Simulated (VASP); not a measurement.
# TaW (Cmmm) in VASP: a series of runs

The runs below take TaW through single point, with LDA.

Everything below comes from runs of VASP 6.6.1. Logs are shortened: lines on timing, memory, paths and dates and some standing lists are left out, and cuts for length are marked.

**1. The cell of the first run**

It takes space group Cmmm (No. 65, orthorhombic). Conventional cell: a = 3.164 Å, b = 4.523 Å, c = 4.432 Å, α = 90.00°, β = 90.00°, γ = 90.00°. Within 3.6 Å of Ta (site symmetry mmm) lie 8 W at 2.72 to 3.17 Å and 6 Ta at 2.76 to 3.16 Å. Within 3.6 Å of W (site symmetry mmm) lie 8 Ta at 2.72 to 3.17 Å and 6 W at 2.76 to 3.16 Å.

**2. Single point, LDA**

File INCAR:

```
PREC = Accurate ; ENCUT = 520
EDIFF = 1E-7 ; ISMEAR = 0
SIGMA = 0.05 ; LREAL = F
LASPH = T ; NELM = 80
ALGO = Normal ; ISIF = 2
LWAVE = F ; LCHARG = F
GGA = CA ; NBANDS = 20
```

File KPOINTS:

```
regular mesh
0
Gamma
  8 8 5
```

File POSCAR:

```
TaW
1.0
    1.5822075652     -2.2614041739      0.0000000000
    1.5822075652      2.2614041739      0.0000000000
    0.0000000000      0.0000000000      4.4319808724
Ta W
1 1
Direct
    0.0000000000      0.0000000000      0.0000000000
    0.5000000000      0.5000000000      0.5000000000
```

Potentials or basis: VASP PAW LDA potentials, release 64 (Ta_pv, W_sv).

Command:

```console
$ cat potpaw_LDA.64/Ta_pv/POTCAR potpaw_LDA.64/W_sv/POTCAR > POTCAR
$ mpirun -np 1 vasp_std > vasp.out
```

OUTCAR:

```text
PREC = Accurate
   ENCUT = 520
   EDIFF = 1E-7
   ISMEAR = 0
   LREAL = F
   LASPH = T
   NELM = 80
   ISIF = 2
   GGA = CA

 ion  position               nearest neighbor table
   1  0.000  0.000  0.000-   2 2.72   2 2.72   2 2.72   2 2.72   2 3.17   2 3.17   2 3.17   2 3.17

   2  0.500  0.500  0.500-   1 2.72   1 2.72   1 2.72   1 2.72   1 3.17   1 3.17   1 3.17   1 3.17

  LATTYP: Found a base centered orthorhombic cell.
 ALAT       =     3.1644151304
 B/A-ratio  =     1.4292714961
 C/A-ratio  =     1.4005687275

  Lattice vectors:

 A1 = (   1.5822075652,  -2.2614041739,   0.0000000000)
 A2 = (   1.5822075652,   2.2614041739,   0.0000000000)
 A3 = (   0.0000000000,   0.0000000000,   4.4319808724)

Analysis of symmetry for initial positions (statically):
=====================================================================
 Subroutine PRICEL returns:
 Original cell was already a primitive cell.

 Routine SETGRP: Setting up the symmetry group for a
 base centered orthorhombic supercell.

 Subroutine GETGRP returns: Found  8 space group operations
 (whereof  8 operations were pure point group operations)
 out of a pool of  8 trial point group operations.

The static configuration has the point symmetry D_2h.

Analysis of symmetry for dynamics (positions and initial velocities):
=====================================================================
 Subroutine PRICEL returns:
 Original cell was already a primitive cell.

 Routine SETGRP: Setting up the symmetry group for a
 base centered orthorhombic supercell.

 Subroutine GETGRP returns: Found  8 space group operations
 (whereof  8 operations were pure point group operations)
 out of a pool of  8 trial point group operations.

The dynamic configuration has the point symmetry D_2h.

 Subroutine INISYM returns: Found  8 space group operations
 (whereof  8 operations are pure point group operations),
 and found     1 'primitive' translations

----------------------------------------------------------------------------------------

                                     Primitive cell

  volume of cell :      31.7154

  direct lattice vectors                    reciprocal lattice vectors
     1.582207565 -2.261404174  0.000000000     0.316014163 -0.221101564  0.000000000
     1.582207565  2.261404174  0.000000000     0.316014163  0.221101564  0.000000000
     0.000000000  0.000000000  4.431980872     0.000000000  0.000000000  0.225632743

  length of vectors
     2.759951017  2.759951017  4.431980872     0.385682321  0.385682321  0.225632743

  position of ions in fractional coordinates (direct lattice)
     0.000000000  0.000000000  0.000000000
     0.500000000  0.500000000  0.500000000

  ion indices of the primitive-cell ions
   primitive index   ion index
                 1           1
                 2           2

----------------------------------------------------------------------------------------

 KPOINTS: regular mesh

Automatic generation of k-mesh.
 Grid dimensions read from file:
 generate k-points for:    8    8    5

 Generating k-lattice:

  Cartesian coordinates                     Fractional coordinates (reciprocal lattice)
     0.039501770 -0.027637696  0.000000000     0.125000000  0.000000000  0.000000000
     0.039501770  0.027637696  0.000000000     0.000000000  0.125000000  0.000000000
     0.000000000  0.000000000  0.045126549     0.000000000  0.000000000  0.200000000

  Length of vectors
     0.048210290  0.048210290  0.045126549

  Shift w.r.t. Gamma in fractional coordinates (k-lattice)
     0.000000000  0.000000000  0.000000000

 Subroutine IBZKPT returns following result:
 ===========================================

 Found     63 irreducible k-points:

 Following reciprocal coordinates:
            Coordinates               Weight
  0.000000  0.000000  0.000000      1.000000
  0.125000  0.000000  0.000000      4.000000
  0.250000  0.000000  0.000000      4.000000
  0.375000  0.000000  0.000000      4.000000
  0.500000  0.000000  0.000000      2.000000
  0.125000  0.125000  0.000000      2.000000
[... 16 lines left out ...]
  0.125000  0.000000  0.200000      8.000000
  0.250000  0.000000  0.200000      8.000000
 [... further k-points ...]
   k-points           NKPTS =     63   k-points in BZ     NKDIM =     63   number of bands    NBANDS=     20
   number of dos      NEDOS =    301   number of ions     NIONS =      2
   total plane-waves  NPLWV =  20736
   dimension x,y,z NGX =    24 NGY =   24 NGZ =   36
   dimension x,y,z NGXF=    48 NGYF=   48 NGZF=   72
   ions per type =               1   1
   NGX,Y,Z   is equivalent  to a cutoff of  14.46, 14.46, 13.50 a.u.
   NGXF,Y,Z  is equivalent  to a cutoff of  28.91, 28.91, 27.01 a.u.
 SYSTEM =  unknown system
   PREC   = accura    normal or accurate (medium, high low for compatibility)
   ISTART =      0    job   : 0-new  1-cont  2-samecut
   ICHARG =      2    charge: 1-file 2-atom 10-const
   ISPIN  =      1    spin polarized calculation?
   LNONCOLLINEAR =      F non collinear calculations
   LSORBIT =      F    spin-orbit coupling
   LASPH  =      T    aspherical Exc in radial PAW
   ENCUT  =  520.0 eV  38.22 Ry    6.18 a.u.   5.13  5.13  8.24*2*pi/ulx,y,z
   NELM   =     80;   NELMIN=  2; NELMDL= -5     # of ELM steps
   EDIFF  = 0.1E-06   stopping-criterion for ELM
   LREAL  =      F    real-space projection
   EDIFFG = 0.1E-05   stopping-criterion for IOM
   NSW    =      0    number of steps for IOM
   IBRION =     -1    ionic relax: 0-MD 1-quasi-New 2-CG
   NFREE  =      0    steps in history (QN), initial steepest desc. (CG)
   ISIF   =      2    stress and relaxation
   ISYM   =      2    0-nonsym 1-usesym 2-fastsym
   POTIM  = 0.5000    time-step for ionic-motion
   TEBEG  =    0.0;   TEEND  =   0.0 temperature during run
   PSTRESS=    0.0 pullay stress
   NELECT =      25.0000    total number of electrons
   NUPDOWN=      -1.0000    fix difference up-down
   EMIN   =  10.00;   EMAX   =-10.00  energy-range for DOS
   EFERMI =   0.00;   METHOD = LEGACY
   ISMEAR =     0;   SIGMA  =   0.05  broadening in eV -4-tet -1-fermi 0-gaus
   EFERMI_NEDOS =   21; number of points for ismear=-14 and -15
   IALGO  =     38    algorithm
   IMIX   =      4    mixing-type and parameters
     AMIX     =   0.40;   BMIX     =  1.00
     AMIX_MAG =   1.60;   BMIX_MAG =  1.00
  volume/ion in A,a.u.               =      15.86       107.01
  Fermi-wavevector in a.u.,A,eV,Ry     =   1.512278  2.857791 31.116320  2.286985
  Thomas-Fermi vector in A             =   2.622224
   LORBIT       =      0    0 simple, 1 ext, 2 COOP (PROOUT), +10 PAW based schemes
   GGA     = CA    functional components
   LHFCALC =     F    Hartree Fock is set to
   AEXX    =    0.0000 exact exchange contribution
   IVDW    =     0    specifies the selected vdW correction
   LEPSILON=     F    determine dielectric tensor
   LRPA    =     F    only Hartree local field effects (RPA)
 non-spin polarized calculation
 Gauss-broadening in eV      SIGMA  =   0.05
  energy-cutoff  :      520.00
  volume of cell :       31.72
 maximum number of plane-waves:       870
 NGX is ok and might be reduce to    24
   NGX = 11   NGY = 11   NGZ = 17

 number of electron      25.0000001 magnetization

 Free energy of the ion-electron system (eV)
  ---------------------------------------------------
  ext. energy  EPLUGINS =         0.00000000
  ---------------------------------------------------
  free energy    TOTEN  =       -27.05556089 eV

  energy without entropy =      -27.05316070  energy(sigma->0) =      -27.05436079

 E-fermi :   8.6981     XC(G=0): -13.6390

 val. band max:        8.6922818270   @ k =  -0.2500   0.2500   0.4000
 cond. band min:       8.7116356503   @ k =   0.5000   0.0000   0.2000
 fundamental gap:      0.0193538233
 Fermi energy:         8.6981296807

 k-point     1 :       0.0000    0.0000    0.0000
  band No.  band energies     occupation
      1     -64.2959      2.00000
      2     -28.9778      2.00000
      3     -28.4550      2.00000
      4     -28.2461      2.00000
      5     -24.6187      2.00000
      6     -24.1908      2.00000
[... 12 lines left out ...]
     19      16.7561      0.00000
     20      20.8234      0.00000

 k-point     2 :       0.1250    0.0000    0.0000
  band No.  band energies     occupation
      1     -64.2864      2.00000
      2     -28.9445      2.00000
      3     -28.5422      2.00000
      4     -28.3044      2.00000
      5     -24.6216      2.00000
      6     -24.3258      2.00000
[... 12 lines left out ...]
     19      17.5650      0.00000
     20      20.7301      0.00000

 k-point     3 :       0.2500    0.0000    0.0000
  band No.  band energies     occupation
      1     -64.2636      2.00000
      2     -28.8627      2.00000
      3     -28.8338      2.00000
      4     -28.3536      2.00000
      5     -24.7480      2.00000
      6     -24.6298      2.00000
[... 12 lines left out ...]
     19      18.8828      0.00000
     20      19.8559      0.00000

 k-point     4 :       0.3750    0.0000    0.0000
  band No.  band energies     occupation
      1     -64.2407      2.00000
      2     -29.1403      2.00000
      3     -28.7788      2.00000
      4     -28.3742      2.00000
      5     -25.1709      2.00000
      6     -24.6398      2.00000
[... 12 lines left out ...]
     19      18.3223      0.00000
     20      20.5965      0.00000

 k-point     5 :       0.5000    0.0000    0.0000
  band No.  band energies     occupation
      1     -64.2311      2.00000
      2     -29.2655      2.00000
      3     -28.7434      2.00000
      4     -28.3808      2.00000
      5     -25.3408      2.00000
      6     -24.6444      2.00000
[... 12 lines left out ...]
     19      17.8072      0.00000
     20      20.5367      0.00000
[... 353 lines left out ...]
      6     -24.7514      2.00000
[... 12 lines left out ...]
     19      17.9501      0.00000
     20      18.0701      0.00000

 k-point    22 :       0.0000    0.0000    0.2000
  band No.  band energies     occupation
      1     -64.2960      2.00000
      2     -28.9387      2.00000
      3     -28.4510      2.00000
      4     -28.2461      2.00000
      5     -24.6867      2.00000
      6     -24.1992      2.00000
[... 12 lines left out ...]
     19      15.3325      0.00000
     20      21.6038      0.00000

 k-point    23 :       0.1250    0.0000    0.2000
  band No.  band energies     occupation
      1     -64.2866      2.00000
      2     -28.9146      2.00000
      3     -28.5418      2.00000
      4     -28.3040      2.00000
      5     -24.6772      2.00000
      6     -24.3234      2.00000
[... 12 lines left out ...]
     19      16.1877      0.00000
     20      21.8197      0.00000

 k-point    24 :       0.2500    0.0000    0.2000
  band No.  band energies     occupation
      1     -64.2636      2.00000
      2     -28.8736      2.00000
      3     -28.8224      2.00000
      4     -28.3541      2.00000
      5     -24.7509      2.00000
      6     -24.6285      2.00000
[... 12 lines left out ...]
     19      18.0615      0.00000
     20      20.4708      0.00000

 [... further k-points ...]
[... 5 lines left out ...]
  --------------------------------------------------------------------------------------
  -------------------------------------------------------------------------------------
  Total        1.5109760      1.0063716      1.7971076      0.0000000      0.0000000      0.0000000
  in kB       76.3305918     50.8392867     90.7852195      0.0000000      0.0000000      0.0000000
  external PRESSURE =      72.6516993 kB  Pullay stress =       0.0000000 kB

 VOLUME and BASIS-vectors are now :
 -----------------------------------------------------------------------------
  energy-cutoff  :      520.00
  volume of cell :       31.72
      direct lattice vectors                 reciprocal lattice vectors
     1.582207565 -2.261404174  0.000000000     0.316014163 -0.221101564  0.000000000
     1.582207565  2.261404174  0.000000000     0.316014163  0.221101564  0.000000000
     0.000000000  0.000000000  4.431980872     0.000000000  0.000000000  0.225632743

 POSITION                                       TOTAL-FORCE (eV/Angst)
 -----------------------------------------------------------------------------------
      0.00000      0.00000      0.00000        -0.000000      0.000000      0.000000
      1.58221      0.00000      2.21599         0.000000      0.000000      0.000000
 -----------------------------------------------------------------------------------
    total drift:                                0.000000      0.000000     -0.000000

  FREE ENERGIE OF THE ION-ELECTRON SYSTEM (eV)
  ---------------------------------------------------
  free  energy   TOTEN  =       -27.0555608906 eV

  energy  without entropy=      -27.0531606987  energy(sigma->0) =      -27.05436079
```

It took 16 s on 1 thread of Intel Xeon Platinum 8488C (Sapphire Rapids), shared host; peak memory 0.17 GiB.

What came out:

| Item | Value |
| --- | --- |
| Free energy | -27.0556 eV |
| Pressure | 7.3 GPa |

Caveat: spin-orbit coupling is left out, which moves the levels of the heavy elements.

**3. Single point, LDA**

This run uses another cell than the first one, of 16.18 Å³/atom, 1.020 times its volume.

File INCAR:

```
PREC = Accurate
ENCUT = 520
EDIFF = 1E-6
ISMEAR = 0
SIGMA = 0.05
LREAL = F
LASPH = T
NELM = 60
ALGO = Normal
ISIF = 2
LWAVE = F
LCHARG = T
LELF = T
LVHAR = T
NBANDS = 20
```

File KPOINTS:

```
Automatic mesh
0
Gamma
  8 8 5
```

File POSCAR:

```
TaW
1.0
    1.5928984812     -2.2766843954      0.0000000000
    1.5928984812      2.2766843954      0.0000000000
    0.0000000000      0.0000000000      4.4619275975
Ta W
1 1
Direct
    0.0000000000      0.0000000000      0.0000000000
    0.5000000000      0.5000000000      0.5000000000
```

Potentials or basis: VASP PAW LDA potentials, release 64 (Ta_pv, W_sv).

Command:

```console
$ cat potpaw_LDA.64/Ta_pv/POTCAR potpaw_LDA.64/W_sv/POTCAR > POTCAR
$ mpirun -np 1 vasp_std > vasp.out
```

Run time: 15 s. Hardware: 1 thread of Intel Xeon Platinum 8488C (Sapphire Rapids), shared host; peak memory 0.17 GiB.

It converged, with:

* Free energy: -27.0731 eV
* Pressure: 1.4 GPa

Stress tensor (GPa, compression positive):
```
 1.51  0.00  0.00
 0.00 -0.41  0.00
 0.00  0.00  3.05
```

Levels at points of the mesh, in eV from the Fermi level:
| k point | band 10 | band 11 | band 12 | band 13 | band 14 | band 15 | band 16 | band 17 |
| --- | --- | --- | --- | --- | --- | --- | --- | --- |
| (0.00, 0.00, 0.00) | -2.53 | -0.28 | -0.11 | 0.20 | 1.94 | 2.76 | 2.97 | 3.98 |
| (0.50, 0.00, 0.00) | -2.33 | -1.84 | -1.30 | -0.91 | 2.26 | 3.58 | 3.65 | 5.20 |
| (0.50, 0.50, 0.00) | -4.86 | -2.55 | 1.56 | 3.48 | 4.60 | 5.75 | 6.55 | 6.86 |

Caveat: spin-orbit coupling is left out, which moves the levels of the heavy elements.
